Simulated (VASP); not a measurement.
Wanted: the native input for a VASP 6.6.1 run.

```yaml
Task: single point
Functional: PBE
Potentials_or_basis: VASP PAW PBE potentials, release 64 (Ge_d, W_sv)
Cutoff: 500 eV
k_mesh: 5 × 5 × 5
Occupations: fermi-dirac, width 0.03 eV
Spin: no spin polarisation
Dipole_correction: no
Further_INCAR_settings: ALGO = Normal; EDIFF = 1e-06; NBANDS = 21
```

The structure of GeW lies in POSCAR:

```
GeW
1.0
    0.0000000000      2.5776100000      2.5776100000
    2.5776100000      0.0000000000      2.5776100000
    2.5776100000      2.5776100000      0.0000000000
Ge W
1 1
Direct
    0.5000000000      0.5000000000      0.5000000000
    0.0000000000      0.0000000000      0.0000000000
```

The input as run:

INCAR

```
SYSTEM = GeW
ALGO     = Normal         ! electronic algorithm
EDIFF    = 1E-6           ! SCF threshold, eV
ENCUT    = 500            ! plane-wave cutoff, eV
GGA      = PE             ! functional
GGA_COMPAT= .FALSE.      
ISIF     = 2              ! what is computed and relaxed
ISMEAR   = -1             ! smearing method
LASPH    = .TRUE.         ! aspherical terms in the spheres
LCHARG   = .FALSE.        ! write CHGCAR
LREAL    = .FALSE.        ! projectors in reciprocal space
LWAVE    = .FALSE.        ! write WAVECAR
NBANDS   = 21             ! bands
NELM     = 120            ! most SCF steps
PREC     = Accurate       ! precision mode
SIGMA    = 0.03           ! smearing width, eV
```

KPOINTS

```
k-points
0
G
  5 5 5
  0 0 0
```

Potentials or basis: VASP PAW PBE potentials, release 64 (Ge_d, W_sv).

Launch:

```bash
$ cat potpaw_PBE.64/Ge_d/POTCAR potpaw_PBE.64/W_sv/POTCAR > POTCAR
$ mpirun -np 1 vasp_std > vasp.out
```

Results of the run:

```
Pressure               : 0.6 GPa
Band gap on the k mesh : zero (band 14 reaches 9.39 eV, above the bottom of band 15 at 8.16 eV)
```

Caveat: the k points lie up to 0.42 Å⁻¹ apart; spin-orbit coupling is left out, which moves the levels of the heavy elements.

Wall time 8.8 s on 1 thread of Intel Xeon 6975P-C, on a shared host, peak memory 0.16 GiB.
